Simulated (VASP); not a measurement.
Set up this calculation in VASP 6.6.1, as the native input.

- Task: single point
- Functional: LDA
- Potentials or basis: VASP PAW LDA potentials, release 64 (In_d, P)
- Cutoff: 520 eV
- k mesh: 11 × 11 × 11
- Occupations: fermi-dirac, width 0.05 eV
- Spin: no spin polarisation
- Dipole correction: no
- Further INCAR settings: ALGO = Normal; EDIFF = 1e-06; NBANDS = 16

The structure of InP lies in POSCAR:

```
InP
1.0
    0.0000000000      2.7967183404      2.7967183404
    2.7967183404      0.0000000000      2.7967183404
    2.7967183404      2.7967183404      0.0000000000
In P
1 1
Direct
    0.0000000000      0.0000000000      0.0000000000
    0.5000000000      0.5000000000      0.5000000000
```

One way to write it, as run:

INCAR

```
PREC     = Accurate       # precision mode
ENCUT    = 520            # plane-wave cutoff, eV
EDIFF    = 1E-6           # SCF threshold, eV
ISMEAR   = -1             # smearing method
SIGMA    = 0.05           # smearing width, eV
LREAL    = False          # projectors in reciprocal space
LASPH    = True           # aspherical terms in the spheres
NELM     = 100            # most SCF steps
ALGO     = Normal         # electronic algorithm
ISIF     = 2              # what is computed and relaxed
LWAVE    = False          # write WAVECAR
LCHARG   = False          # write CHGCAR
GGA      = CA             # functional
NBANDS   = 16             # bands
```

KPOINTS

```
Automatic mesh
0
Gamma
  11 11 11
```

Potentials or basis: VASP PAW LDA potentials, release 64 (In_d, P).

Run with:

```bash
$ cat potpaw_LDA.64/In_d/POTCAR potpaw_LDA.64/P/POTCAR > POTCAR
$ mpirun -np 1 vasp_std > vasp.out
```

It gave:

```yaml
Pressure: -6.8 GPa
Band_gap_on_the_k_mesh: zero (bands 9 and 10 overlap by 2.54 eV)
```

Caveat: the cell stands under tension; spin-orbit coupling is left out, which moves the levels of the heavy elements.

Wall time 30 s on 1 thread of Intel Xeon 8259CL, with other jobs on the host, peak memory 0.17 GiB.
